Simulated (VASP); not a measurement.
A run of VASP 6.6.1 is set up as follows.

The input INCAR:

```
SYSTEM = Bi
ALGO = Normal ; EDIFF = 1E-8
ENCUT = 520 ; GGA = PS
ISIF = 2 ; ISMEAR = -1
LASPH = .TRUE. ; LCHARG = .FALSE.
LEFG = .TRUE. ; LREAL = .FALSE.
LWAVE = .FALSE. ; NBANDS = 22
NELM = 80 ; PREC = Accurate
SIGMA = 0.03
```

File KPOINTS:

```
k-points
0
G
  10 10 10
  0 0 0
```

POSCAR

```
Bi
1.0
    2.3029109990      1.3295862852      4.0060322827
   -2.3029109990      1.3295862852      4.0060322827
    0.0000000000     -2.6591725704      4.0060322827
Bi
2
Direct
    0.2338900000      0.2338900000      0.2338900000
    0.7661100000      0.7661100000      0.7661100000
```

Potentials or basis: VASP PAW PBE potentials, release 64 (Bi_d).

Launch:

```bash
$ cat potpaw_PBE.64/Bi_d/POTCAR > POTCAR
$ mpirun -np 1 vasp_std > vasp.out
```

Task: Predict the pressure.

Result: -2.4 GPa.

Task: Predict the largest force.

Result: 0.052 eV/Å.

Electric field gradients, principal values (V/Å²):
| atom | least | middle | greatest (by size) |
| --- | --- | --- | --- |
| 1 Bi | 14.094 | 14.094 | -28.188 |
| 2 Bi | 14.094 | 14.094 | -28.188 |

Caveat: without QUAD_EFG the Cq values of the log hold for a quadrupole moment of 1 mb, not for the nuclei; the PAW data sets were made with another functional, which shifts forces and pressure a little.
